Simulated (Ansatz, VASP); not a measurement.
One calculation of HfSi3O8, two programs

```
CELL_PARAMETERS angstrom
5.50146 0.00000 0.00000
0.00000 5.50146 0.00000
0.00000 0.00000 7.98639
ATOMIC_POSITIONS crystal
Hf 0.00000 0.00000 0.50000
Si 0.50000 0.00000 0.77929
Si 0.00000 0.50000 0.22071
Si 0.50000 0.50000 0.00000
O 0.73377 0.00000 0.65662
O 0.24906 0.50000 0.10909
O 0.26623 0.00000 0.65662
O 0.75094 0.50000 0.10909
O 0.00000 0.26623 0.34338
O 0.50000 0.75094 0.89092
O 0.00000 0.73377 0.34338
O 0.50000 0.24906 0.89092
```

Alike in both runs: functional PBE; k mesh 4 × 4 × 4; occupations gaussian, width 0.02 eV; no spin polarisation.

Ansatz relaxed the structure, and its values are those at the end. VASP's run is a single point on that final structure, the one shown.

```csv
,VASP,Ansatz
version,VASP 6.6.1,Ansatz 0.2.0
potentials or method,"VASP PAW PBE potentials, release 64 (Hf_pv, Si, O), cutoff 520 eV","scalar-relativistic, plane waves, PAW"
valence electrons in the cell,70,86
```

Ansatz gave:

- gap on the k mesh at the Fermi level (eV): 4.66
- least direct gap on the mesh (eV): 4.71
- pressure (GPa): 0.0
- rms of the force components (eV/Å): 0.004

Which values does VASP return?

gap on the k mesh at the Fermi level (eV): 4.66; least direct gap on the mesh (eV): 4.71; pressure (GPa): -0.2; rms of the force components (eV/Å): 0.065.

VASP's potentials hold 70 valence electrons a cell and Ansatz's 86, so a difference there can come from the potentials and not from the codes.

Neither program's run includes spin-orbit coupling.
